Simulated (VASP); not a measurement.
# SbPt (P6_3/mmc) in VASP: a series of runs

The runs below take SbPt through relaxation of shape and atoms at fixed volume, with r2SCAN+rVV10, r2SCAN.

All numbers are computed with VASP 6.6.1; they aren't measurements. Logs are shortened: lines on timing, memory, paths and dates and some standing lists are left out, and cuts for length are marked.

## (1) The cell of the first run

Symmetry: P6_3/mmc, No. 194, hexagonal system. The conventional cell has a = 4.168 Å, b = 4.168 Å, c = 5.601 Å, α = 90.00°, β = 90.00°, γ = 120.00°. Sb (site symmetry -6m2) has 6 Pt at 2.78 Å and 6 Sb at 3.69 Å within 3.7 Å. Pt (site symmetry -3m) has 6 Sb at 2.78 Å and 2 Pt at 2.80 Å within 3.7 Å.

## (2) Relaxation of shape and atoms at fixed volume, r2SCAN+rVV10 (21.06 Å³/atom)

POSCAR

```
SbPt
1.0
    4.1677444519      0.0000000000      0.0000000000
   -2.0838722260      3.6093725718      0.0000000000
    0.0000000000      0.0000000000      5.6007259190
Sb Pt
2 2
Direct
    0.3333333333      0.6666666667      0.2500000000
    0.6666666667      0.3333333333      0.7500000000
    0.0000000000      0.0000000000      0.0000000000
    0.0000000000      0.0000000000      0.5000000000
```

INCAR.step1

```
PREC = Accurate ; ENCUT = 600
ISMEAR = 0 ; SIGMA = 0.05
LREAL = False ; LASPH = True
NELM = 80 ; GGA = PE
ALGO = Normal ; EDIFF = 1E-4
LWAVE = True ; LCHARG = False
```

INCAR.step2

```
PREC = Accurate ; ENCUT = 600
EDIFF = 1E-7 ; ISMEAR = 0
SIGMA = 0.05 ; LREAL = False
LASPH = True ; NELM = 80
ALGO = Normal ; ISIF = 4
LWAVE = False ; LCHARG = False
METAGGA = R2SCAN ; LMIXTAU = True
LUSE_VDW = True ; IVDW_NL = 2
BPARAM = 11.95 ; CPARAM = 0.0093
IBRION = 2 ; NSW = 60
EDIFFG = -0.01 ; ISTART = 1
```

KPOINTS

```
Automatic mesh
0
Gamma
  6 6 4
```

Potentials or basis: VASP PAW PBE potentials, release 64 (Sb, Pt).

Command:

```console
$ cat potpaw_PBE.64/Sb/POTCAR potpaw_PBE.64/Pt/POTCAR > POTCAR
$ cp INCAR.step1 INCAR
$ mpirun -np 1 vasp_std > vasp.out
$ cp INCAR.step2 INCAR
$ mpirun -np 1 vasp_std > vasp.out
```

OUTCAR:

```text
PREC = Accurate
   ENCUT = 600
   EDIFF = 1E-7
   ISMEAR = 0
   LREAL = False
   LASPH = True
   NELM = 80
   ISIF = 4
   METAGGA = R2SCAN
   IVDW_NL = 2
   BPARAM = 11.95
   IBRION = 2
   NSW = 60
   EDIFFG = -0.01
   ISTART = 1

 ion  position               nearest neighbor table
   1  0.333  0.667  0.250-   3 2.78   4 2.78   3 2.78   4 2.78   3 2.78   4 2.78   2 3.69   2 3.69
                             2 3.69   2 3.69   2 3.69   2 3.69
   2  0.667  0.333  0.750-   3 2.78   4 2.78   3 2.78   4 2.78   3 2.78   4 2.78   1 3.69   1 3.69
                             1 3.69   1 3.69   1 3.69   1 3.69
   3  0.000  0.000  0.000-   1 2.78   2 2.78   2 2.78   1 2.78   2 2.78   1 2.78   4 2.80   4 2.80

   4  0.000  0.000  0.500-   1 2.78   2 2.78   2 2.78   1 2.78   2 2.78   1 2.78   3 2.80   3 2.80

  LATTYP: Found a hexagonal cell.
 ALAT       =     4.1677444519
 C/A-ratio  =     1.3438266150

  Lattice vectors:

 A1 = (   4.1677444519,   0.0000000000,   0.0000000000)
 A2 = (  -2.0838722260,   3.6093725718,   0.0000000000)
 A3 = (   0.0000000000,   0.0000000000,   5.6007259190)

Analysis of symmetry for initial positions (statically):
=====================================================================
 Subroutine PRICEL returns:
 Original cell was already a primitive cell.

 Routine SETGRP: Setting up the symmetry group for a
 hexagonal supercell.

 Subroutine GETGRP returns: Found 24 space group operations
 (whereof 12 operations were pure point group operations)
 out of a pool of 24 trial point group operations.

The static configuration has the point symmetry D_3d.
 The point group associated with its full space group is D_6h.

Analysis of symmetry for dynamics (positions and initial velocities):
=====================================================================
 Subroutine PRICEL returns:
 Original cell was already a primitive cell.

 Routine SETGRP: Setting up the symmetry group for a
 hexagonal supercell.

 Subroutine GETGRP returns: Found 24 space group operations
 (whereof 12 operations were pure point group operations)
 out of a pool of 24 trial point group operations.

The dynamic configuration has the point symmetry D_3d.
 The point group associated with its full space group is D_6h.

 Subroutine INISYM returns: Found 24 space group operations
 (whereof 12 operations are pure point group operations),
 and found     1 'primitive' translations

----------------------------------------------------------------------------------------

                                     Primitive cell

  volume of cell :      84.2514

  direct lattice vectors                    reciprocal lattice vectors
     4.167744452  0.000000000  0.000000000     0.239937936  0.138528232  0.000000000
    -2.083872226  3.609372572  0.000000000     0.000000000  0.277056463  0.000000000
     0.000000000  0.000000000  5.600725919     0.000000000  0.000000000  0.178548284

  length of vectors
     4.167744452  4.167744452  5.600725919     0.277056463  0.277056463  0.178548284

  position of ions in fractional coordinates (direct lattice)
     0.333333333  0.666666667  0.250000000
     0.666666667  0.333333333  0.750000000
     0.000000000  0.000000000  0.000000000
     0.000000000  0.000000000  0.500000000

  ion indices of the primitive-cell ions
   primitive index   ion index
                 1           1
                 2           2
                 3           3
                 4           4

----------------------------------------------------------------------------------------

 KPOINTS: Automatic mesh

Automatic generation of k-mesh.
 Grid dimensions read from file:
 generate k-points for:    6    6    4

 Generating k-lattice:

  Cartesian coordinates                     Fractional coordinates (reciprocal lattice)
     0.039989656  0.023088039  0.000000000     0.166666667 -0.000000000  0.000000000
     0.000000000  0.046176077  0.000000000     0.000000000  0.166666667  0.000000000
     0.000000000  0.000000000  0.044637071     0.000000000  0.000000000  0.250000000

  Length of vectors
     0.046176077  0.046176077  0.044637071

  Shift w.r.t. Gamma in fractional coordinates (k-lattice)
     0.000000000  0.000000000  0.000000000

 Subroutine IBZKPT returns following result:
 ===========================================

 Found     21 irreducible k-points:

 Following reciprocal coordinates:
            Coordinates               Weight
  0.000000  0.000000  0.000000      1.000000
  0.166667 -0.000000  0.000000      6.000000
  0.333333 -0.000000  0.000000      6.000000
  0.500000 -0.000000  0.000000      3.000000
  0.166667  0.166667  0.000000      6.000000
  0.333333  0.166667  0.000000     12.000000
[... 13 lines left out ...]
  0.333333  0.166667  0.500000     12.000000
  0.333333  0.333333  0.500000      2.000000
   k-points           NKPTS =     21   k-points in BZ     NKDIM =     21   number of bands    NBANDS=     19
   number of dos      NEDOS =    301   number of ions     NIONS =      4
   total plane-waves  NPLWV =  62208
   dimension x,y,z NGX =    36 NGY =   36 NGZ =   48
   dimension x,y,z NGXF=    72 NGYF=   72 NGZF=   96
   ions per type =               2   2
   NGX,Y,Z   is equivalent  to a cutoff of  14.36, 14.36, 14.25 a.u.
   NGXF,Y,Z  is equivalent  to a cutoff of  28.72, 28.72, 28.50 a.u.
 SYSTEM =  unknown system
   PREC   = accura    normal or accurate (medium, high low for compatibility)
   ISTART =      1    job   : 0-new  1-cont  2-samecut
   ICHARG =      0    charge: 1-file 2-atom 10-const
   ISPIN  =      1    spin polarized calculation?
   LNONCOLLINEAR =      F non collinear calculations
   LSORBIT =      F    spin-orbit coupling
   LASPH  =      T    aspherical Exc in radial PAW
   ENCUT  =  600.0 eV  44.10 Ry    6.64 a.u.   8.32  8.32 11.19*2*pi/ulx,y,z
   NELM   =     80;   NELMIN=  2; NELMDL=  0     # of ELM steps
   EDIFF  = 0.1E-06   stopping-criterion for ELM
   LREAL  =      F    real-space projection
   EDIFFG = -.1E-01   stopping-criterion for IOM
   NSW    =     60    number of steps for IOM
   IBRION =      2    ionic relax: 0-MD 1-quasi-New 2-CG
   NFREE  =      1    steps in history (QN), initial steepest desc. (CG)
   ISIF   =      4    stress and relaxation
   ISYM   =      2    0-nonsym 1-usesym 2-fastsym
   POTIM  = 0.5000    time-step for ionic-motion
   TEBEG  =    0.0;   TEEND  =   0.0 temperature during run
   PSTRESS=    0.0 pullay stress
   NELECT =      30.0000    total number of electrons
   NUPDOWN=      -1.0000    fix difference up-down
   EMIN   =  10.00;   EMAX   =-10.00  energy-range for DOS
   EFERMI =   0.00;   METHOD = LEGACY
   ISMEAR =     0;   SIGMA  =   0.05  broadening in eV -4-tet -1-fermi 0-gaus
   EFERMI_NEDOS =   21; number of points for ismear=-14 and -15
   IALGO  =     38    algorithm
   IMIX   =      4    mixing-type and parameters
     AMIX     =   0.40;   BMIX     =  1.00
     AMIX_MAG =   1.60;   BMIX_MAG =  1.00
  volume/ion in A,a.u.               =      21.06       142.14
  Fermi-wavevector in a.u.,A,eV,Ry     =   1.160351  2.192746 18.319094  1.346415
  Thomas-Fermi vector in A             =   2.296935
   LORBIT       =      0    0 simple, 1 ext, 2 COOP (PROOUT), +10 PAW based schemes
   METAGGA = R2SCAN    functional components
   LHFCALC =     F    Hartree Fock is set to
   AEXX    =    0.0000 exact exchange contribution
   IVDW_NL    =     2    kernel type
   BPARAM     =11.9500
   IVDW    =     0    specifies the selected vdW correction
   LEPSILON=     F    determine dielectric tensor
   LRPA    =     F    only Hartree local field effects (RPA)
 conjugate gradient relaxation of ions
 non-spin polarized calculation
 Gauss-broadening in eV      SIGMA  =   0.05
  energy-cutoff  :      600.00
  volume of cell :       84.25
 maximum number of plane-waves:      2854
 NGX is ok and might be reduce to    36
   NGX = 17   NGY = 17   NGZ = 23

 number of electron      29.9999998 magnetization

 Free energy of the ion-electron system (eV)
  ---------------------------------------------------
  ext. energy  EPLUGINS =         0.00000000
  ---------------------------------------------------
  free energy    TOTEN  =      -155.55463821 eV

  energy without entropy =     -155.55311777  energy(sigma->0) =     -155.55387799

 E-fermi :   9.4547     XC(G=0): -12.0505

 val. band max:        9.4194709588   @ k =   0.3333  -0.0000   0.2500
 cond. band min:       9.6963389821   @ k =   0.3333  -0.0000   0.0000
 fundamental gap:      0.2768680233
 Fermi energy:         9.4546998738

 k-point     1 :       0.0000    0.0000    0.0000
  band No.  band energies     occupation
      1      -3.6707      2.00000
      2       0.1982      2.00000
      3       2.3160      2.00000
      4       3.4575      2.00000
      5       3.4575      2.00000
      6       3.7140      2.00000
[... 11 lines left out ...]
     18      13.1520      0.00000
     19      13.2085      0.00000

 k-point     2 :       0.1667   -0.0000    0.0000
  band No.  band energies     occupation
      1      -3.3269      2.00000
      2      -0.0900      2.00000
      3       2.7271      2.00000
      4       3.5367      2.00000
      5       3.6093      2.00000
      6       3.9748      2.00000
[... 11 lines left out ...]
     18      13.0027      0.00000
     19      13.6633      0.00000

 k-point     3 :       0.3333   -0.0000    0.0000
  band No.  band energies     occupation
      1      -2.3783      2.00000
      2      -0.5892      2.00000
      3       2.7542      2.00000
      4       3.5964      2.00000
      5       3.7725      2.00000
      6       4.1187      2.00000
[... 11 lines left out ...]
     18      13.5016      0.00000
     19      13.5962      0.00000

 k-point     4 :       0.5000   -0.0000    0.0000
  band No.  band energies     occupation
      1      -1.3698      2.00000
      2      -1.1065      2.00000
      3       1.7966      2.00000
      4       3.5711      2.00000
      5       4.0202      2.00000
      6       4.2270      2.00000
[... 341 lines left out ...]
     18      11.4051      0.00000
     19      14.5251      0.00000

 k-point    20 :       0.3333    0.1667    0.5000
  band No.  band energies     occupation
      1      -1.1169      2.00000
      2      -1.1169      2.00000
      3       2.9254      2.00000
      4       2.9254      2.00000
      5       4.2188      2.00000
      6       4.2188      2.00000
[... 11 lines left out ...]
     18      12.5640      0.00000
     19      14.1221      0.00000

 k-point    21 :       0.3333    0.3333    0.5000
  band No.  band energies     occupation
      1      -0.9217      2.00000
      2      -0.9217      2.00000
      3       3.4999      2.00000
      4       3.4999      2.00000
      5       3.5006      2.00000
      6       3.5006      2.00000
[... 11 lines left out ...]
     18      13.6826      0.00000
     19      15.2269      0.00000

------------------------ aborting loop because EDIFF is reached ----------------------------------------

  FORCE on cell =-STRESS in cart. coord.  units (eV):
  Direction    XX          YY          ZZ          XY          YZ          ZX
  --------------------------------------------------------------------------------------
  -------------------------------------------------------------------------------------
  Total       -1.2556968     -1.2556968     -1.3039413      0.0000000      0.0000000      0.0000000
  in kB      -23.8791162    -23.8791162    -24.7965638      0.0000000      0.0000000      0.0000000
  external PRESSURE =     -24.1849320 kB  Pullay stress =       0.0000000 kB

 VOLUME and BASIS-vectors are now :
 -----------------------------------------------------------------------------
  energy-cutoff  :      600.00
  volume of cell :       84.25
      direct lattice vectors                 reciprocal lattice vectors
     4.167744452  0.000000000  0.000000000     0.239937936  0.138528232  0.000000000
    -2.083872226  3.609372572  0.000000000     0.000000000  0.277056463  0.000000000
     0.000000000  0.000000000  5.600725919     0.000000000  0.000000000  0.178548284

 POSITION                                       TOTAL-FORCE (eV/Angst)
 -----------------------------------------------------------------------------------
     -0.00000      2.40625      1.40018        -0.000000     -0.000000      0.000000
      2.08387      1.20312      4.20054        -0.000000      0.000000      0.000000
      0.00000      0.00000      0.00000         0.000000      0.000000      0.000000
      0.00000      0.00000      2.80036         0.000000      0.000000      0.000000
 -----------------------------------------------------------------------------------
    total drift:                               -0.000000      0.000000      0.000000

  FREE ENERGIE OF THE ION-ELECTRON SYSTEM (eV)
  ---------------------------------------------------
  free  energy   TOTEN  =      -155.5546382149 eV

  energy  without entropy=     -155.5531177716  energy(sigma->0) =     -155.55387799

 reached required accuracy - stopping structural energy minimisation
```

Run time: 7.2 min. Hardware: 1 thread of Intel Xeon 8259CL, shared host; peak memory 0.5 GiB.

What came out:

```
Free energy             : -155.5546 eV
Pressure after relaxing : -2.4 GPa
Band gap on the k mesh  : zero (bands 15 and 16 overlap by 4.19 eV)
```

Stress tensor (GPa, compression positive):
```
-2.39  0.00  0.00
 0.00 -2.39  0.00
 0.00  0.00 -2.48
```

Final structure:
```
Sb Pt
1.0
     4.16774    0.00000    0.00000
    -2.08387    3.60937    0.00000
     0.00000    0.00000    5.60073
Sb Pt
2 2
Direct
  0.33333 0.66667 0.25000
  0.66667 0.33333 0.75000
  0.00000 0.00000 0.00000
  0.00000 0.00000 0.50000
```

Caveat: the PAW data sets were made with another functional, which shifts forces and pressure a little; spin-orbit coupling is left out, which moves the levels of the heavy elements.

(Part 1 of 2 ends here.)

The gap in the log of VASP goes by the Fermi energy; the results here count the filled bands.